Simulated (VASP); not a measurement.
Write the native input for VASP 6.6.1 that does the following.

| Property | Result |
| --- | --- |
| Task | single point |
| Functional | PBEsol |
| Potentials or basis | VASP PAW PBE potentials, release 64 (Cu) |
| Cutoff | 520 eV |
| k mesh | 30 × 30 × 16 |
| Occupations | gaussian, width 0.15 eV |
| Spin | no spin polarisation |
| Dipole correction | no |
| Further INCAR settings | ALGO = Fast; EDIFF = 1e-06; NBANDS = 18 |

The structure of Cu lies in POSCAR:

```
Cu
1.0
    2.7152243722      0.0000000000      0.0000000000
   -1.3576121861      2.3514532833      0.0000000000
    0.0000000000      0.0000000000      3.5475122113
Cu
2
Direct
    0.3333333333      0.6666666667      0.2500000000
    0.6666666667      0.3333333333      0.7500000000
```

This isn't the form of Cu at room conditions, which is fcc.

This cell differs from its parent crystal: ratio of the length along z to the lengths across it x 0.8, volume and fractional coordinates fixed.

These files were run (other wordings do the same):

INCAR

```
PREC = Accurate ; ENCUT = 520
EDIFF = 1E-6 ; ISMEAR = 0
SIGMA = 0.15 ; LREAL = F
LASPH = T ; NELM = 100
ALGO = Fast ; ISIF = 2
LWAVE = F ; LCHARG = F
GGA = PS ; NBANDS = 18
```

KPOINTS

```
regular mesh
0
Gamma
  30 30 16
```

Potentials or basis: VASP PAW PBE potentials, release 64 (Cu).

Run with:

```sh
$ cat potpaw_PBE.64/Cu/POTCAR > POTCAR
$ mpirun -np 1 vasp_std > vasp.out
```

It gave:

* Pressure: 8.4 GPa
* Band gap on the k mesh: zero (bands 11 and 12 overlap by 4.97 eV)

Caveat: the stress differs along the axes, from -2 to 29 GPa; the PAW data sets were made with another functional, which shifts forces and pressure a little.

Wall time 4.2 min on 1 thread of Intel(R) Xeon(R) Platinum 8259CL CPU @ 2.50GHz (Skylake/Cascade Lake) (shared host), peak memory 0.36 GiB.
